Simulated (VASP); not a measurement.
Input of a VASP 6.6.1 run:

Contents of INCAR:

```
PREC = Accurate
ENCUT = 520
EDIFF = 1E-7
ISMEAR = 0
SIGMA = 0.1
LREAL = F
LASPH = T
NELM = 80
ALGO = Normal
ISIF = 2
LWAVE = F
LCHARG = T
LDIPOL = T
IDIPOL = 3
DIPOL = 0.5 0.5 0.500
GGA = PS
LELF = T
LVHAR = T
LVACPOTAV = T
NBANDS = 56
```

KPOINTS

```
Automatic mesh
0
Gamma
  9 9 1
```

The input POSCAR:

```
Sc7Al4
1.0
    4.8508989718      0.0000000000      0.0000000000
   -2.4254494859      4.2010017408      0.0000000000
    0.0000000000      0.0000000000     24.1281769796
Sc Al
7 4
Direct
    0.6666666667      0.3333333333      0.3069043900
    0.0000000000      0.0000000000      0.3702678519
    0.3333333333      0.6666666667      0.4422239161
    0.0000000000      0.0000000000      0.5000000172
    0.6666666667      0.3333333333      0.5577760925
    0.0000000000      0.0000000000      0.6297321445
    0.3333333333      0.6666666667      0.6930955892
    0.3333333333      0.6666666667      0.3220993295
    0.6666666667      0.3333333333      0.4321625879
    0.3333333333      0.6666666667      0.5678374174
    0.6666666667      0.3333333333      0.6779006638
```

Potentials or basis: VASP PAW PBE potentials, release 64 (Sc_sv, Al).

The run is started by

```sh
$ cat potpaw_PBE.64/Sc_sv/POTCAR potpaw_PBE.64/Al/POTCAR > POTCAR
$ mpirun -np 1 vasp_std > vasp.out
```

(1) Estimate the band gap on the k mesh.

(2) Estimate the largest force.

## Answers

(1) zero (an odd number of electrons rules out a gap without spin polarisation).

(2) 0.016 eV/Å.

Caveat: the PAW data sets were made with another functional, which shifts forces and pressure a little.
